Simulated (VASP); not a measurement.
## BP: relaxation of cell and atoms with r2SCAN

The system is BP.

```
B P
1.0
     3.20885    0.00000    0.00000
     1.60443    2.77895    0.00000
     1.60443    0.92632    2.62002
B P
1 1
Direct
  0.00000 0.00000 0.00000
  0.25000 0.25000 0.25000
```

* Program: VASP 6.6.1
* Task: relaxation of cell and atoms
* Functional: r2SCAN
* Potentials or basis: VASP PAW PBE potentials, release 64 (B, P)
* Cutoff: 600 eV
* k mesh: 8 × 8 × 8
* Occupations: gaussian, width 0.01 eV
* Spin: no spin polarisation
* Dipole correction: no
* Further INCAR settings: ALGO = Normal; EDIFF = 1e-06; IBRION = 2; EDIFFG = -0.01; NSW = 100; ISIF = 3

```json
{"Relaxed volume": "11.64 Å³/atom", "Relaxed cell": "a = 3.205 Å, b = 3.205 Å, c = 3.205 Å, α = 60.00°, β = 60.00°, γ = 60.00°", "Space group after relaxing (to 0.05 Å)": "F-43m (No. 216)", "Energy gained by relaxing": "0.1 meV/atom", "Ionic steps": "3", "Pressure after relaxing": "0.0 GPa", "Band gap on the k mesh": "1.47 eV, indirect (least direct gap 3.65 eV)"}
```

Step by step:
```tsv
step	energy change (eV)	largest force (eV/Å)	pressure (GPa)	volume (Å³)
1	0.0000	0.0000	-0.65	23.36
2	-0.0001	0.0000	0.52	23.20
3	-0.0002	0.0000	0.01	23.27
```

Final structure:
```xyz
2
Lattice="3.2047 0.0000 0.0000 1.6024 2.7754 0.0000 1.6024 0.9251 2.6167" Properties=species:S:1:pos:R:3 pbc="T T T"
B     0.0000    0.0000    0.0000
P     1.6024    0.9251    0.6542
```

Levels at points of the mesh, in eV from the valence-band top:
```tsv
k point	band 1	band 2	band 3	band 4	band 5	band 6	band 7	band 8
(0.00, 0.00, 0.00)	-16.29	0.00	0.00	0.00	3.65	3.65	3.65	8.07
(0.50, 0.00, 0.00)	-12.79	-9.53	-1.87	-1.87	4.16	5.03	5.03	10.93
(0.50, 0.50, 0.00)	-11.11	-9.15	-4.36	-4.36	1.53	1.91	13.10	13.10
```

Run time: 83 s on 1 thread of Intel Xeon 6975P-C, with other jobs on the host, peak memory 0.16 GiB.

Caveat: the PAW data sets were made with another functional, which shifts forces and pressure a little. r2SCAN opens gaps a little over a GGA but as a rule still falls short of measured ones.
